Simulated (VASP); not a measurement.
# Cs3S (I4/mmm) in VASP: single point with PBE

Aim: the single point of Cs3S with PBE.

All numbers are computed with VASP 6.6.1; they aren't measurements. Logs are shortened: lines on timing, memory, paths and dates and some standing lists are left out, and cuts for length are marked.

**1. The cell of the first run**

Symmetry: I4/mmm, No. 139, tetragonal system. Conventional cell: a = 5.532 Å, b = 5.532 Å, c = 11.820 Å, α = 90.00°, β = 90.00°, γ = 90.00°. Within 5.1 Å of Cs (site symmetry 4/mmm) lie 4 S at 3.91 Å and 8 Cs at 4.05 Å. Cs (site symmetry -4m2) has 8 Cs at 3.91 to 4.05 Å and 4 S at 4.05 Å within 5.1 Å. Within 5.1 Å of S (site symmetry 4/mmm) lie 12 Cs at 3.91 to 4.05 Å.

**2. Single point, PBE**

INCAR reads:

```
SYSTEM = Cs3S
ALGO = Normal
EDIFF = 1E-7
ENCUT = 520
GGA = PE
ISIF = 2
ISMEAR = 0
LASPH = .True.
LCHARG = .False.
LREAL = .False.
LWAVE = .False.
NBANDS = 24
NELM = 100
PREC = Accurate
SIGMA = 0.1
```

KPOINTS reads:

```
k-points
0
Gamma
  12 12 12
  0 0 0
```

POSCAR reads:

```
Cs3S
1.0
   -2.7657918813      2.7657918813      5.9099500983
    2.7657918813     -2.7657918813      5.9099500983
    2.7657918813      2.7657918813     -5.9099500983
Cs S
3 1
Direct
    0.5000000000      0.5000000000      0.0000000000
    0.2500000000      0.7500000000      0.5000000000
    0.7500000000      0.2500000000      0.5000000000
    0.0000000000      0.0000000000      0.0000000000
```

Potentials or basis: VASP PAW PBE potentials, release 64 (Cs_sv, S).

The run is started by

```console
$ cat potpaw_PBE.64/Cs_sv/POTCAR potpaw_PBE.64/S/POTCAR > POTCAR
$ mpirun -np 1 vasp_std > vasp.out
```

OUTCAR:

```text
SYSTEM = Cs3S
   EDIFF = 1E-7
   ENCUT = 520
   GGA = PE
   ISIF = 2
   ISMEAR = 0
   LASPH = .True.
   LREAL = .False.
   NELM = 100
   PREC = Accurate

 ion  position               nearest neighbor table
   1  0.500  0.500  0.000-
   2  0.250  0.750  0.500-
   3  0.750  0.250  0.500-
   4  0.000  0.000  0.000-

  LATTYP: Found a body centered tetragonal cell.
 ALAT       =     5.5315837626
 C/A-ratio  =     2.1368021717

  Lattice vectors:

 A1 = (  -2.7657918813,   2.7657918813,   5.9099500983)
 A2 = (   2.7657918813,  -2.7657918813,   5.9099500983)
 A3 = (   2.7657918813,   2.7657918813,  -5.9099500983)

Analysis of symmetry for initial positions (statically):
=====================================================================
 Subroutine PRICEL returns:
 Original cell was already a primitive cell.

 Routine SETGRP: Setting up the symmetry group for a
 body centered tetragonal supercell.

 Subroutine GETGRP returns: Found 16 space group operations
 (whereof 16 operations were pure point group operations)
 out of a pool of 16 trial point group operations.

The static configuration has the point symmetry D_4h.

Analysis of symmetry for dynamics (positions and initial velocities):
=====================================================================
 Subroutine PRICEL returns:
 Original cell was already a primitive cell.

 Routine SETGRP: Setting up the symmetry group for a
 body centered tetragonal supercell.

 Subroutine GETGRP returns: Found 16 space group operations
 (whereof 16 operations were pure point group operations)
 out of a pool of 16 trial point group operations.

The dynamic configuration has the point symmetry D_4h.

 Subroutine INISYM returns: Found 16 space group operations
 (whereof 16 operations are pure point group operations),
 and found     1 'primitive' translations

----------------------------------------------------------------------------------------

                                     Primitive cell

  volume of cell :     180.8351

  direct lattice vectors                    reciprocal lattice vectors
    -2.765791881  2.765791881  5.909950098     0.000000000  0.180780052  0.084603083
     2.765791881 -2.765791881  5.909950098     0.180780052  0.000000000  0.084603083
     2.765791881  2.765791881 -5.909950098     0.180780052  0.180780052  0.000000000

  length of vectors
     7.087081178  7.087081178  7.087081178     0.199597367  0.199597367  0.255661601

  position of ions in fractional coordinates (direct lattice)
     0.500000000  0.500000000  0.000000000
     0.250000000  0.750000000  0.500000000
     0.750000000  0.250000000  0.500000000
     0.000000000  0.000000000  0.000000000

  ion indices of the primitive-cell ions
   primitive index   ion index
                 1           1
                 2           2
                 3           3
                 4           4

----------------------------------------------------------------------------------------

 KPOINTS: k-points

Automatic generation of k-mesh.
 Grid dimensions read from file:
 generate k-points for:   12   12   12

 Generating k-lattice:

  Cartesian coordinates                     Fractional coordinates (reciprocal lattice)
     0.000000000  0.015065004  0.007050257     0.083333333  0.000000000 -0.000000000
     0.015065004  0.000000000  0.007050257     0.000000000  0.083333333 -0.000000000
     0.015065004  0.015065004  0.000000000     0.000000000  0.000000000  0.083333333

  Length of vectors
     0.016633114  0.016633114  0.021305133

  Shift w.r.t. Gamma in fractional coordinates (k-lattice)
     0.000000000  0.000000000  0.000000000

 Subroutine IBZKPT returns following result:
 ===========================================

 Found    163 irreducible k-points:

 Following reciprocal coordinates:
            Coordinates               Weight
  0.000000  0.000000  0.000000      1.000000
  0.083333  0.000000 -0.000000      8.000000
  0.166667  0.000000 -0.000000      8.000000
  0.250000  0.000000 -0.000000      8.000000
  0.333333  0.000000 -0.000000      8.000000
  0.416667  0.000000 -0.000000      8.000000
[... 16 lines left out ...]
  0.500000  0.166667 -0.000000     16.000000
 -0.416667  0.166667  0.000000     16.000000
 [... further k-points ...]
   k-points           NKPTS =    163   k-points in BZ     NKDIM =    163   number of bands    NBANDS=     24
   number of dos      NEDOS =    301   number of ions     NIONS =      4
   total plane-waves  NPLWV = 157464
   dimension x,y,z NGX =    54 NGY =   54 NGZ =   54
   dimension x,y,z NGXF=   108 NGYF=  108 NGZF=  108
   ions per type =               3   1
   NGX,Y,Z   is equivalent  to a cutoff of  12.67, 12.67, 12.67 a.u.
   NGXF,Y,Z  is equivalent  to a cutoff of  25.33, 25.33, 25.33 a.u.
 SYSTEM =  Cs3S
   PREC   = accura    normal or accurate (medium, high low for compatibility)
   ISTART =      0    job   : 0-new  1-cont  2-samecut
   ICHARG =      2    charge: 1-file 2-atom 10-const
   ISPIN  =      1    spin polarized calculation?
   LNONCOLLINEAR =      F non collinear calculations
   LSORBIT =      F    spin-orbit coupling
   LASPH  =      T    aspherical Exc in radial PAW
   ENCUT  =  520.0 eV  38.22 Ry    6.18 a.u.  13.18 13.18 13.18*2*pi/ulx,y,z
   NELM   =    100;   NELMIN=  2; NELMDL= -5     # of ELM steps
   EDIFF  = 0.1E-06   stopping-criterion for ELM
   LREAL  =      F    real-space projection
   EDIFFG = 0.1E-05   stopping-criterion for IOM
   NSW    =      0    number of steps for IOM
   IBRION =     -1    ionic relax: 0-MD 1-quasi-New 2-CG
   NFREE  =      0    steps in history (QN), initial steepest desc. (CG)
   ISIF   =      2    stress and relaxation
   ISYM   =      2    0-nonsym 1-usesym 2-fastsym
   POTIM  = 0.5000    time-step for ionic-motion
   TEBEG  =    0.0;   TEEND  =   0.0 temperature during run
   PSTRESS=    0.0 pullay stress
   NELECT =      33.0000    total number of electrons
   NUPDOWN=      -1.0000    fix difference up-down
   EMIN   =  10.00;   EMAX   =-10.00  energy-range for DOS
   EFERMI =   0.00;   METHOD = LEGACY
   ISMEAR =     0;   SIGMA  =   0.10  broadening in eV -4-tet -1-fermi 0-gaus
   EFERMI_NEDOS =   21; number of points for ismear=-14 and -15
   IALGO  =     38    algorithm
   IMIX   =      4    mixing-type and parameters
     AMIX     =   0.40;   BMIX     =  1.00
     AMIX_MAG =   1.60;   BMIX_MAG =  1.00
  volume/ion in A,a.u.               =      45.21       305.08
  Fermi-wavevector in a.u.,A,eV,Ry     =   0.928578  1.754759 11.731728  0.862258
  Thomas-Fermi vector in A             =   2.054770
   LORBIT       =      0    0 simple, 1 ext, 2 COOP (PROOUT), +10 PAW based schemes
   GGA     = PE    functional components
   LHFCALC =     F    Hartree Fock is set to
   AEXX    =    0.0000 exact exchange contribution
   IVDW    =     0    specifies the selected vdW correction
   LEPSILON=     F    determine dielectric tensor
   LRPA    =     F    only Hartree local field effects (RPA)
 non-spin polarized calculation
 Gauss-broadening in eV      SIGMA  =   0.10
  energy-cutoff  :      520.00
  volume of cell :      180.84
 maximum number of plane-waves:      4892
 NGX is ok and might be reduce to    54
   NGX = 27   NGY = 27   NGZ = 27

 number of electron      33.0000000 magnetization

 Free energy of the ion-electron system (eV)
  ---------------------------------------------------
  ext. energy  EPLUGINS =         0.00000000
  ---------------------------------------------------
  free energy    TOTEN  =        -8.20991248 eV

  energy without entropy =       -8.19933151  energy(sigma->0) =       -8.20462200

 E-fermi :   3.4941     XC(G=0):  -7.8908

 val. band max:        3.4716434176   @ k =  -0.1667  -0.4167   0.0833
 cond. band min:       3.4970595886   @ k =   0.3333   0.1667   0.0000
 fundamental gap:      0.0254161710
 Fermi energy:         3.4940604821

 k-point     1 :       0.0000    0.0000    0.0000
  band No.  band energies     occupation
      1     -20.8647      2.00000
      2     -20.5785      2.00000
      3     -20.5225      2.00000
      4      -8.2965      2.00000
      5      -8.2204      2.00000
      6      -8.0744      2.00000
[... 16 lines left out ...]
     23       5.9599      0.00000
     24       6.0754      0.00000

 k-point     2 :       0.0833    0.0000   -0.0000
  band No.  band energies     occupation
      1     -20.8593      2.00000
      2     -20.5826      2.00000
      3     -20.5240      2.00000
      4      -8.3187      2.00000
      5      -8.2180      2.00000
      6      -8.0620      2.00000
[... 16 lines left out ...]
     23       5.7685      0.00000
     24       6.1827      0.00000

 k-point     3 :       0.1667    0.0000   -0.0000
  band No.  band energies     occupation
      1     -20.8434      2.00000
      2     -20.5947      2.00000
      3     -20.5281      2.00000
      4      -8.3625      2.00000
      5      -8.2207      2.00000
      6      -8.0255      2.00000
[... 16 lines left out ...]
     23       5.7191      0.00000
     24       6.1725      0.00000

 k-point     4 :       0.2500    0.0000   -0.0000
  band No.  band energies     occupation
      1     -20.8184      2.00000
      2     -20.6143      2.00000
      3     -20.5339      2.00000
      4      -8.4199      2.00000
      5      -8.2059      2.00000
      6      -7.9671      2.00000
[... 16 lines left out ...]
     23       5.8342      0.00000
     24       6.1036      0.00000

 k-point     5 :       0.3333    0.0000   -0.0000
  band No.  band energies     occupation
      1     -20.7865      2.00000
      2     -20.6408      2.00000
      3     -20.5399      2.00000
      4      -8.4795      2.00000
      5      -8.1646      2.00000
      6      -7.8913      2.00000
[... 451 lines left out ...]
 k-point    22 :       0.4167    0.1667   -0.0000
  band No.  band energies     occupation
      1     -20.7360      2.00000
      2     -20.6776      2.00000
      3     -20.5526      2.00000
      4      -8.5409      2.00000
      5      -8.2008      2.00000
      6      -7.9934      2.00000
[... 16 lines left out ...]
     23       5.8956      0.00000
     24       6.3365      0.00000

 k-point    23 :       0.5000    0.1667   -0.0000
  band No.  band energies     occupation
      1     -20.7166      2.00000
      2     -20.6985      2.00000
      3     -20.5509      2.00000
      4      -8.5315      2.00000
      5      -8.2208      2.00000
      6      -7.9845      2.00000
[... 16 lines left out ...]
     23       5.9528      0.00000
     24       6.1417      0.00000

 k-point    24 :      -0.4167    0.1667    0.0000
  band No.  band energies     occupation
      1     -20.7473      2.00000
      2     -20.6724      2.00000
      3     -20.5460      2.00000
      4      -8.4952      2.00000
      5      -8.2746      2.00000
      6      -7.9204      2.00000
[... 16 lines left out ...]
     23       5.9983      0.00000
     24       6.0717      0.00000

 [... further k-points ...]

------------------------ aborting loop because EDIFF is reached ----------------------------------------

  FORCE on cell =-STRESS in cart. coord.  units (eV):
  Direction    XX          YY          ZZ          XY          YZ          ZX
  --------------------------------------------------------------------------------------
  -------------------------------------------------------------------------------------
  Total        0.0593541      0.0593541      0.0424237      0.0000000      0.0000000      0.0000000
  in kB        0.5258706      0.5258706      0.3758686      0.0000000      0.0000000      0.0000000
  external PRESSURE =       0.4758699 kB  Pullay stress =       0.0000000 kB

 VOLUME and BASIS-vectors are now :
 -----------------------------------------------------------------------------
  energy-cutoff  :      520.00
  volume of cell :      180.84
      direct lattice vectors                 reciprocal lattice vectors
    -2.765791881  2.765791881  5.909950098     0.000000000  0.180780052  0.084603083
     2.765791881 -2.765791881  5.909950098     0.180780052  0.000000000  0.084603083
     2.765791881  2.765791881 -5.909950098     0.180780052  0.180780052  0.000000000

 POSITION                                       TOTAL-FORCE (eV/Angst)
 -----------------------------------------------------------------------------------
      0.00000      0.00000      5.90995         0.000000      0.000000      0.000000
      2.76579      0.00000      2.95498         0.000000     -0.000000      0.000000
      0.00000      2.76579      2.95498        -0.000000      0.000000     -0.000000
      0.00000      0.00000      0.00000         0.000000      0.000000      0.000000
 -----------------------------------------------------------------------------------
    total drift:                               -0.000000      0.000000      0.000000

  FREE ENERGIE OF THE ION-ELECTRON SYSTEM (eV)
  ---------------------------------------------------
  free  energy   TOTEN  =        -8.2099124834 eV

  energy  without entropy=       -8.1993315080  energy(sigma->0) =       -8.20462200
```

It took 18 min on 1 thread of Intel Xeon Platinum 8259CL at 2.50GHz (Skylake/Cascade Lake), shared host; peak memory 0.8 GiB.

What came out:

* Free energy: -8.2099 eV
* Pressure: 0.0 GPa
* Band gap on the k mesh: zero (an odd number of electrons rules out a gap without spin polarisation)

Levels at points of the mesh, in eV from the Fermi level:
```csv
k point,band 15,band 16,band 17,band 18,band 19,band 20
"(0.00, 0.00, 0.00)",-2.28,-2.28,-1.32,0.35,0.43,0.65
"(0.50, 0.00, 0.00)",-2.48,-2.47,0.26,1.16,1.55,1.76
"(0.50, 0.50, 0.00)",-2.44,-2.24,0.20,0.26,1.17,2.12
"(0.50, 0.50, 0.50)",-2.16,-2.16,-0.90,0.18,0.50,0.61
```

Caveat: spin-orbit coupling is left out, which moves the levels of the heavy elements.

The gap in the log of VASP goes by the Fermi energy; the results here count the filled bands.